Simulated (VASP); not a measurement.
TaN: electric field gradients with PBE

TaN:

```
CELL_PARAMETERS angstrom
5.12578 0.00000 0.00000
-2.56289 4.43905 0.00000
0.00000 0.00000 2.87166
ATOMIC_POSITIONS crystal
Ta 0.33333 0.66667 0.50000
Ta 0.66667 0.33333 0.50000
Ta 0.00000 0.00000 0.00000
N 0.39285 0.00000 0.00000
N 0.60715 0.60715 0.00000
N 0.00000 0.39285 0.00000
```

```
Program                : VASP 6.6.1
Task                   : electric field gradients
Functional             : PBE
Potentials or basis    : VASP PAW PBE potentials, release 64 (Ta_pv, N)
Cutoff                 : 520 eV
k mesh                 : 6 × 6 × 9
Occupations            : fermi-dirac, width 0.01 eV
Spin                   : no spin polarisation
Dipole correction      : no
Further INCAR settings : ALGO = Normal; EDIFF = 1e-08; NBANDS = 33
```

```
Pressure                                : 20.7 GPa
Largest force                           : 0.245 eV/Å
Band gap on the k mesh                  : zero (bands 24 and 25 overlap by 3.19 eV)
Largest electric field gradient by atom : Ta -213.7, +194.2 (each value once); N -13.9 V/Å²
```

Forces on the atoms (eV/Å):
```
Ta   0.000  0.000  0.000
Ta   0.000  0.000  0.000
Ta   0.000  0.000  0.000
N    0.245  0.000  0.000
N   -0.122 -0.212  0.000
N   -0.122  0.212  0.000
```

Stress tensor (GPa, compression positive):
```
20.51  0.00  0.00
 0.00 20.51  0.00
 0.00  0.00 21.10
```

Levels at points of the mesh, in eV from the Fermi level:
```csv
k point,band 21,band 22,band 23,band 24,band 25,band 26,band 27,band 28
"(0.00, 0.00, 0.00)",-4.41,-3.40,-1.96,-0.96,-0.96,0.62,0.62,1.95
"(0.50, 0.00, 0.00)",-4.03,-4.02,-2.93,-2.75,1.31,1.93,2.03,2.55
```

Electric field gradients, principal values (V/Å²):
```csv
atom,least,middle,greatest (by size)
1 Ta,106.833,106.833,-213.666
2 Ta,106.833,106.833,-213.666
3 Ta,-97.108,-97.110,194.218
4 N,4.663,9.192,-13.855
5 N,4.664,9.192,-13.857
6 N,4.663,9.192,-13.855
```

It took 110 s on 1 thread of Intel Xeon 8259CL, with other jobs on the host, peak memory 0.22 GiB.

Caveat: the cell stands under pressure; without QUAD_EFG the Cq values of the log hold for a quadrupole moment of 1 mb, not for the nuclei; spin-orbit coupling is left out, which moves the levels of the heavy elements.
